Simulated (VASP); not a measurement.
## CdSe: single point with PBEsol

Crystal: CdSe.

```
Cd Se
1.0
     4.30098    0.00000    0.00000
    -2.15049    3.72476    0.00000
     0.00000    0.00000    7.05766
Cd Se
2 2
Direct
  0.33333 0.66667 0.00521
  0.66667 0.33333 0.50521
  0.33333 0.66667 0.37979
  0.66667 0.33333 0.87979
```

This cell differs from its parent crystal: z stretched by +0.5 %, x and y held.

```json
{
  "Program": "VASP 6.6.1",
  "Task": "single point",
  "Functional": "PBEsol",
  "Potentials or basis": "VASP PAW PBE potentials, release 64 (Cd, Se)",
  "Cutoff": "520 eV",
  "k mesh": "6 × 6 × 4",
  "Occupations": "gaussian, width 0.01 eV",
  "Spin": "no spin polarisation",
  "Dipole correction": "no",
  "Further INCAR settings": "ALGO = Normal; EDIFF = 1e-06; NBANDS = 26"
}
```

```yaml
Pressure: 0.1 GPa
Largest_force: 0.003 eV/Å
Band_gap_on_the_k_mesh: 0.52 eV
```

Forces on the atoms (eV/Å):
```
Cd   0.000  0.000  0.003
Cd   0.000  0.000  0.003
Se   0.000  0.000 -0.003
Se   0.000  0.000 -0.003
```

Stress tensor (GPa, compression positive):
```
 0.18  0.00  0.00
 0.00  0.18  0.00
 0.00  0.00 -0.10
```

Levels at points of the mesh, in eV from the valence-band top:
```csv
k point,band 14,band 15,band 16,band 17,band 18,band 19,band 20,band 21,band 22,band 23
"(0.00, 0.00, 0.00)",-0.76,-0.76,-0.07,0.00,0.00,0.52,2.12,5.79,5.79,6.00
"(0.50, 0.00, 0.00)",-3.69,-2.70,-1.86,-1.37,-0.76,3.10,3.24,4.63,6.00,6.36
"(0.00, 0.00, 0.50)",-2.73,-0.40,-0.40,-0.40,-0.40,2.27,2.27,5.72,5.72,6.19
"(0.50, 0.00, 0.50)",-4.25,-1.40,-1.40,-1.35,-1.35,2.80,2.80,4.75,4.75,7.58
```

Wall time 43 s on 1 thread of Intel(R) Xeon(R) Platinum 8488C (Sapphire Rapids), on a shared host, peak memory 0.25 GiB.

Caveat: the cell differs from its parent crystal (z stretched by +0.5 %, x and y held); semilocal functionals underestimate gaps, and a narrow one can read as zero; the PAW data sets were made with another functional, which shifts forces and pressure a little.
